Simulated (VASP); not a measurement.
# Si3As (P4/mmm) in VASP: relaxation of cell and atoms with PBE

Aim: the relaxation of cell and atoms of Si3As with PBE.

Everything below comes from runs of VASP 6.6.1. Logs are shortened: lines on timing, memory, paths and dates and some standing lists are left out, and cuts for length are marked.

## (1) The cell of the first run

Symmetry: P4/mmm, No. 123, tetragonal system. The conventional cell has a = 3.283 Å, b = 3.283 Å, c = 6.341 Å, α = 90.00°, β = 90.00°, γ = 90.00°. Within 3.6 Å of Si (site symmetry 4mm) lie 4 As at 2.76 Å and 10 Si at 2.86 to 3.34 Å. Si (site symmetry 4/mmm) has 12 Si at 2.86 to 3.28 Å and 2 As at 3.17 Å within 3.8 Å. Within 3.6 Å of As (site symmetry 4/mmm) lie 10 Si at 2.76 to 3.17 Å and 4 As at 3.28 Å.

The cell was generated, and may not be a known phase.

## (2) Relaxation of cell and atoms, PBE

INCAR

```
PREC     = Accurate       # precision mode
ENCUT    = 510            # plane-wave cutoff, eV
EDIFF    = 1E-7           # SCF threshold, eV
ISMEAR   = 0              # smearing method
SIGMA    = 0.1            # smearing width, eV
LREAL    = F              # projectors in reciprocal space
LASPH    = T              # aspherical terms in the spheres
NELM     = 120            # most SCF steps
ALGO     = Normal         # electronic algorithm
ISIF     = 3              # what is computed and relaxed
LWAVE    = F              # write WAVECAR
LCHARG   = F              # write CHGCAR
GGA      = PE             # functional
IBRION   = 2              # ionic algorithm
NSW      = 90             # ionic steps
EDIFFG   = -0.04          # ionic threshold
GGA_COMPAT= F            
NELMIN   = 4
```

KPOINTS

```
regular mesh
0
Gamma
  6 6 4
```

POSCAR

```
Si3As
1.0
    3.2833407800      0.0000000000      0.0000000000
    0.0000000000      3.2833407800      0.0000000000
    0.0000000000      0.0000000000      6.3406148700
Si As
3 1
Direct
    0.5000000000      0.5000000000      0.2365449100
    0.5000000000      0.5000000000      0.7634550900
    0.0000000000      0.0000000000      0.5000000000
    0.0000000000      0.0000000000      0.0000000000
```

Potentials or basis: VASP PAW PBE potentials, release 64 (Si, As_d).

On the command line:

```console
$ cat potpaw_PBE.64/Si/POTCAR potpaw_PBE.64/As_d/POTCAR > POTCAR
$ mpirun -np 1 vasp_std > vasp.out
```

OUTCAR:

```text
PREC = Accurate
   ENCUT = 510
   EDIFF = 1E-7
   ISMEAR = 0
   LREAL = F
   LASPH = T
   NELM = 120
   ISIF = 3
   GGA = PE
   IBRION = 2
   NSW = 90
   EDIFFG = -0.04
   NELMIN = 4

 ion  position               nearest neighbor table
   1  0.500  0.500  0.237-   4 2.76   4 2.76   4 2.76   4 2.76   3 2.86   3 2.86   3 2.86   3 2.86
                             2 3.00
   2  0.500  0.500  0.763-   4 2.76   4 2.76   4 2.76   4 2.76   3 2.86   3 2.86   3 2.86   3 2.86
                             1 3.00
   3  0.000  0.000  0.500-   1 2.86   2 2.86   1 2.86   2 2.86   1 2.86   2 2.86   1 2.86   2 2.86

   4  0.000  0.000  0.000-   1 2.76   2 2.76   1 2.76   2 2.76   1 2.76   2 2.76   1 2.76   2 2.76

  LATTYP: Found a simple tetragonal cell.
 ALAT       =     3.2833407800
 C/A-ratio  =     1.9311473572

  Lattice vectors:

 A1 = (   3.2833407800,   0.0000000000,   0.0000000000)
 A2 = (   0.0000000000,   3.2833407800,   0.0000000000)
 A3 = (   0.0000000000,   0.0000000000,   6.3406148700)

Analysis of symmetry for initial positions (statically):
=====================================================================
 Subroutine PRICEL returns:
 Original cell was already a primitive cell.

 Routine SETGRP: Setting up the symmetry group for a
 simple tetragonal supercell.

 Subroutine GETGRP returns: Found 16 space group operations
 (whereof 16 operations were pure point group operations)
 out of a pool of 16 trial point group operations.

The static configuration has the point symmetry D_4h.

Analysis of symmetry for dynamics (positions and initial velocities):
=====================================================================
 Subroutine PRICEL returns:
 Original cell was already a primitive cell.

 Routine SETGRP: Setting up the symmetry group for a
 simple tetragonal supercell.

 Subroutine GETGRP returns: Found 16 space group operations
 (whereof 16 operations were pure point group operations)
 out of a pool of 16 trial point group operations.

The dynamic configuration has the point symmetry D_4h.

 Subroutine INISYM returns: Found 16 space group operations
 (whereof 16 operations are pure point group operations),
 and found     1 'primitive' translations

[... 119 lines left out ...]
  volume/ion in A,a.u.               =      17.09       115.32
  Fermi-wavevector in a.u.,A,eV,Ry     =   1.201181  2.269902 19.630961  1.442835
  Thomas-Fermi vector in A             =   2.336996
   LORBIT       =      0    0 simple, 1 ext, 2 COOP (PROOUT), +10 PAW based schemes
   GGA     = PE    functional components
   LHFCALC =     F    Hartree Fock is set to
   AEXX    =    0.0000 exact exchange contribution
   IVDW    =     0    specifies the selected vdW correction
   LEPSILON=     F    determine dielectric tensor
   LRPA    =     F    only Hartree local field effects (RPA)
 conjugate gradient relaxation of ions
 non-spin polarized calculation
 Gauss-broadening in eV      SIGMA  =   0.10
  energy-cutoff  :      510.00
  volume of cell :       68.35
 maximum number of plane-waves:      1808
   NGX = 13   NGY = 13   NGZ = 23

--------------------------------------- Ionic step        1  -------------------------------------------

 number of electron      26.9999991 magnetization

 Free energy of the ion-electron system (eV)
  ---------------------------------------------------
  ext. energy  EPLUGINS =         0.00000000
  ---------------------------------------------------
  free energy    TOTEN  =       -18.64264494 eV

  energy without entropy =      -18.63129268  energy(sigma->0) =      -18.63696881

------------------------ aborting loop because EDIFF is reached ----------------------------------------

  FORCE on cell =-STRESS in cart. coord.  units (eV):
  Direction    XX          YY          ZZ          XY          YZ          ZX
  --------------------------------------------------------------------------------------
  -------------------------------------------------------------------------------------
  Total       -1.4156335     -1.4156335     -2.9278894      0.0000000      0.0000000     -0.0000000
  in kB      -33.1816609    -33.1816609    -68.6280957      0.0000000      0.0000000     -0.0000000
  external PRESSURE =     -44.9971392 kB  Pullay stress =       0.0000000 kB
[... 95 lines left out ...]
  FREE ENERGIE OF THE ION-ELECTRON SYSTEM (eV)
  ---------------------------------------------------
  free  energy   TOTEN  =       -18.7402707408 eV

  energy  without entropy=      -18.7328538443  energy(sigma->0) =      -18.73656229

[... ionic steps 4 to 9 ...]

--------------------------------------- Ionic step       10  -------------------------------------------

 number of electron      26.9999989 magnetization

------------------------ aborting loop because EDIFF is reached ----------------------------------------
[... 71 lines left out ...]
--------------------------------------- Ionic step       12  -------------------------------------------

 number of electron      27.0000006 magnetization

 Free energy of the ion-electron system (eV)
  ---------------------------------------------------
  ext. energy  EPLUGINS =         0.00000000
  ---------------------------------------------------
  free energy    TOTEN  =       -18.89062495 eV

  energy without entropy =      -18.88182457  energy(sigma->0) =      -18.88622476

 E-fermi :   8.2892     XC(G=0): -11.2035

 val. band max:        8.2611028748   @ k =   0.3333   0.3333   0.2500
 cond. band min:       8.2900431474   @ k =   0.3333   0.0000   0.5000
 fundamental gap:      0.0289402726
 Fermi energy:         8.2892020375

 k-point     1 :       0.0000    0.0000    0.0000
  band No.  band energies     occupation
      1     -27.9685      2.00000
      2     -27.9549      2.00000
      3     -27.9549      2.00000
      4     -27.9361      2.00000
      5     -27.9254      2.00000
      6      -6.3386      2.00000
[... 457 lines left out ...]
      4     -27.9287      2.00000
      5     -27.9264      2.00000
      6      -3.4467      2.00000
[... 9 lines left out ...]
     16      10.1704      0.00000
     17      11.4340      0.00000

 [... further k-points ...]

------------------------ aborting loop because EDIFF is reached ----------------------------------------

  FORCE on cell =-STRESS in cart. coord.  units (eV):
  Direction    XX          YY          ZZ          XY          YZ          ZX
  --------------------------------------------------------------------------------------
  -------------------------------------------------------------------------------------
  Total       -0.1018190     -0.1018190      0.0122113      0.0000000      0.0000000     -0.0000000
  in kB       -2.5528134     -2.5528134      0.3061628      0.0000000      0.0000000     -0.0000000
  external PRESSURE =      -1.5998213 kB  Pullay stress =       0.0000000 kB
[... 19 lines left out ...]
  FREE ENERGIE OF THE ION-ELECTRON SYSTEM (eV)
  ---------------------------------------------------
  free  energy   TOTEN  =       -18.8906249545 eV

  energy  without entropy=      -18.8818245677  energy(sigma->0) =      -18.88622476

 reached required accuracy - stopping structural energy minimisation
```

CONTCAR:

```text
Si3As
   1.00000000000000
     3.3035791389262910    0.0000000000000000    0.0000000000000000
     0.0000000000000000    3.3035791389262910   -0.0000000000000000
    -0.0000000000000000    0.0000000000000000    5.8553264983475835
  Si              As
     3     1
Direct
     0.5000000000000000    0.5000000000000000    0.2805830239212216
     0.5000000000000000    0.5000000000000000    0.7194169760787783
     0.0000000000000000    0.0000000000000000    0.5000000000000000
     0.0000000000000000    0.0000000000000000    0.0000000000000000

  0.00000000E+00  0.00000000E+00  0.00000000E+00
  0.00000000E+00  0.00000000E+00  0.00000000E+00
  0.00000000E+00  0.00000000E+00  0.00000000E+00
  0.00000000E+00  0.00000000E+00  0.00000000E+00
```

Run time: 2 min. Hardware: 1 thread of AMD EPYC 9R45 (Zen 5), shared host; peak memory 0.16 GiB.

What came out:

```
Free energy                           : -18.8906 eV
Relaxed volume                        : 15.98 Å³/atom
Relaxed cell                          : a = 3.304 Å, b = 3.304 Å, c = 5.855 Å, α = 90.00°, β = 90.00°, γ = 90.00°
Space group after relaxing (to 0.1 Å) : P4/mmm (No. 123)
Energy gained by relaxing             : 62.0 meV/atom
Ionic steps                           : 12
Pressure after relaxing               : -0.2 GPa
Largest force after relaxing          : 0.027 eV/Å
```

Forces on the atoms (eV/Å):
```
Si   0.000  0.000  0.027
Si   0.000  0.000 -0.027
Si   0.000  0.000  0.000
As   0.000  0.000  0.000
```

Stress tensor (GPa, compression positive):
```
-0.26  0.00  0.00
 0.00 -0.26  0.00
 0.00  0.00  0.03
```

The path:
```csv
step,energy change (eV),largest force (eV/Å),pressure (GPa),volume (Å³)
1,0.0000,0.3409,-4.50,68.35
2,-0.0958,0.4524,-0.05,63.71
3,-0.0976,0.4961,0.83,62.99
4,-0.1238,0.4251,0.74,62.91
5,-0.1863,0.4690,0.94,62.66
6,-0.1975,0.4562,3.27,62.08
7,-0.2044,0.4256,1.23,62.51
8,-0.2335,0.1751,1.89,62.30
9,-0.2287,0.0611,2.51,62.19
10,-0.2345,0.1055,2.07,62.27
11,-0.2326,0.0491,-2.28,65.77
12,-0.2480,0.0274,-0.16,63.90
```

Final structure:
```yaml
crystal:
  lattice:
    - [3.30358, 0.00000, 0.00000]
    - [0.00000, 3.30358, 0.00000]
    - [0.00000, 0.00000, 5.85533]
  atoms:
    - { symbol: Si, position: [0.50000, 0.50000, 0.28058] }
    - { symbol: Si, position: [0.50000, 0.50000, 0.71942] }
    - { symbol: Si, position: [0.00000, 0.00000, 0.50000] }
    - { symbol: As, position: [0.00000, 0.00000, 0.00000] }
```

Caveat: the highest band is partly filled, so the run has too few bands.
